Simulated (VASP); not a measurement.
Here is a VASP 6.6.1 calculation.

File INCAR:

```
SYSTEM = PtS2
ALGO = Normal
DIPOL = 0.5 0.5 0.393
EDIFF = 1E-6
ENCUT = 520
GGA = PE
IDIPOL = 3
ISIF = 2
ISMEAR = 0
IVDW = 12
LASPH = .TRUE.
LCHARG = .FALSE.
LDIPOL = .TRUE.
LREAL = .FALSE.
LWAVE = .FALSE.
NBANDS = 31
NELM = 100
PREC = Accurate
SIGMA = 0.05
```

The input KPOINTS:

```
k-points
0
G
  9 9 1
  0 0 0
```

POSCAR

```
PtS2
1.0
    3.5415277692      0.0000000000      0.0000000000
   -1.7707638846      3.0670530163      0.0000000000
    0.0000000000      0.0000000000     22.4670602589
S Pt
4 2
Direct
    0.6666666667      0.3333333333      0.2002932270
    0.3333333333      0.6666666667      0.3108341745
    0.3333333333      1.1666666667      0.4750746206
    0.0000000000      1.5000000000      0.5856155682
    0.0000000000      0.0000000000      0.2555637007
   -0.3333333333      0.8333333333      0.5303450944
```

Potentials or basis: VASP PAW PBE potentials, release 64 (S, Pt).

Command:

```sh
$ cat potpaw_PBE.64/S/POTCAR potpaw_PBE.64/Pt/POTCAR > POTCAR
$ mpirun -np 1 vasp_std > vasp.out
```

Q: What does it give for the band gap on the k mesh?

A: 1.55 eV, indirect (least direct gap 1.64 eV).

Q: What does it give for the dispersion energy per atom?

A: -0.309 eV.

Q: What does it give for the largest force?

A: 0.060 eV/Å.

Forces in eV/Å, atoms in the order of the input:
```
S   -0.002 -0.001  0.042
S   -0.004 -0.002  0.020
S    0.004  0.002 -0.020
S    0.002  0.001 -0.042
Pt   0.005  0.003  0.060
Pt  -0.005 -0.003 -0.060
```

Caveat: spin-orbit coupling is left out, which moves the levels of the heavy elements.
